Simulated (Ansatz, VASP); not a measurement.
**AgBr in VASP and in Ansatz**

```
Ag Br
1.0
     0.00000    2.97729    2.97729
     2.97729    0.00000    2.97729
     2.97729    2.97729    0.00000
Ag Br
1 1
Direct
  0.00000 0.00000 0.00000
  0.50000 0.50000 0.50000
```

Alike in both runs: task single point; functional PBE; k mesh 6 × 6 × 6; no spin polarisation.

|  | VASP | Ansatz |
| --- | --- | --- |
| version | VASP 6.6.1 | Ansatz 0.2.0 |
| potentials or method | VASP PAW PBE potentials, release 64 (Ag, Br) | plane waves, PAW |
| plane-wave cutoff (eV) | 500 | 420 |
| occupations | gaussian, width 0.01 eV | fixed |
| valence electrons in the cell | 18 | 26 |

|  | VASP | Ansatz | Ansatz less VASP |
| --- | --- | --- | --- |
| gap on the k mesh at the Fermi level (eV) | 0.72 | 0.72 | +0.001 |
| pressure (GPa) | -1.9 | -1.9 | +0.03 |

VASP's potentials hold 18 valence electrons a cell and Ansatz's 26, so a difference there can come from the potentials and not from the codes.
